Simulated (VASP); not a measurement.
Set up this calculation in VASP 6.6.1, as the native input.

- Task: single point
- Functional: PBEsol
- Potentials or basis: VASP PAW PBE potentials, release 64 (Ti_sv, Si)
- Cutoff: 500 eV
- k mesh: 4 × 2 × 4
- Occupations: fermi-dirac, width 0.05 eV
- Spin: no spin polarisation
- Dipole correction: no
- Further INCAR settings: ALGO = Normal; EDIFF = 1e-06; NBANDS = 50

The structure of Ti3Si lies in POSCAR:

```
Ti3Si
1.0
    0.0000000000      3.1443560000      3.1443560000
    6.2887120000      0.0000000000      6.2887120000
    3.1443560000      3.1443560000      0.0000000000
Ti Si
6 2
Direct
    0.7500000000      0.3750000000      0.7500000000
    0.2500000000      0.1250000000      0.2500000000
    0.0000000000      0.0000000000      0.0000000000
    0.7500000000      0.8750000000      0.7500000000
    0.2500000000      0.6250000000      0.2500000000
    0.0000000000      0.5000000000      0.0000000000
    0.5000000000      0.2500000000      0.5000000000
    0.5000000000      0.7500000000      0.5000000000
```

One way to write it, as run:

INCAR

```
PREC = Accurate ; ENCUT = 500
EDIFF = 1E-6 ; ISMEAR = -1
SIGMA = 0.05 ; LREAL = False
LASPH = True ; NELM = 120
ALGO = Normal ; ISIF = 2
LWAVE = False ; LCHARG = True
GGA = PS ; LELF = True
LVHAR = True ; NBANDS = 50
GGA_COMPAT = False
```

KPOINTS

```
regular mesh
0
Gamma
  4 2 4
```

Potentials or basis: VASP PAW PBE potentials, release 64 (Ti_sv, Si).

The run is started by

```console
$ cat potpaw_PBE.64/Ti_sv/POTCAR potpaw_PBE.64/Si/POTCAR > POTCAR
$ mpirun -np 1 vasp_std > vasp.out
```

It gave:

```
Pressure               : -4.9 GPa
Band gap on the k mesh : zero (bands 40 and 41 overlap by 0.18 eV)
```

Caveat: the k points lie up to 0.43 Å⁻¹ apart; the PAW data sets were made with another functional, which shifts forces and pressure a little.

It took 56 s on 1 thread of AMD EPYC 7R13 Processor (Zen 3), on a shared host, peak memory 0.22 GiB.
